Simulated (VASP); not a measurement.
Cr: single point with PBEsol

Cr:

```
CELL_PARAMETERS angstrom
-1.47449 1.47449 1.47449
1.47449 -1.47449 1.47449
1.47449 1.47449 -1.47449
ATOMIC_POSITIONS crystal
Cr 0.00000 0.00000 0.00000
```

This cell differs from its parent crystal: volume scaled by 0.98.

| Item | Value |
| --- | --- |
| Program | VASP 6.6.1 |
| Task | single point |
| Functional | PBEsol |
| Potentials or basis | VASP PAW PBE potentials, release 64 (Cr_pv) |
| Cutoff | 520 eV |
| k mesh | 12 × 12 × 12 |
| Occupations | fermi-dirac, width 0.05 eV |
| Spin | collinear spin, ferromagnetic start |
| Starting moments | [3.0] μB |

```json
{
  "Pressure": "-30.0 GPa",
  "Band gap on the k mesh": "zero (filled and empty bands overlap)",
  "Net moment": "0.00 μB per cell",
  "Valence electrons inside the program's atomic spheres": "Cr 10.85"
}
```

Levels at points of the mesh, in eV from the Fermi level:
Spin up:
| k point | band 4 | band 5 | band 6 | band 7 | band 8 | band 9 |
| --- | --- | --- | --- | --- | --- | --- |
| (0.00, 0.00, 0.00) | -7.45 | -0.74 | -0.74 | -0.74 | 1.02 | 1.02 |
| (0.50, 0.00, 0.00) | -3.91 | -2.08 | 0.92 | 1.02 | 1.30 | 2.51 |
| (0.50, 0.50, 0.50) | -3.70 | -3.70 | 2.18 | 2.18 | 2.18 | 7.09 |
Spin down:
```
           k point  band 4  band 5  band 6  band 7  band 8  band 9
(0.00, 0.00, 0.00)   -7.45   -0.74   -0.74   -0.74    1.02    1.02
(0.50, 0.00, 0.00)   -3.91   -2.08    0.92    1.02    1.30    2.51
(0.50, 0.50, 0.50)   -3.70   -3.70    2.18    2.18    2.18    7.09
```

Wall time 42 s on 1 thread of Intel Xeon 8259CL, on a shared host, peak memory 0.14 GiB.

Caveat: the starting moments collapsed, and a magnetic state may lie lower; the PAW data sets were made with another functional, which shifts forces and pressure a little.
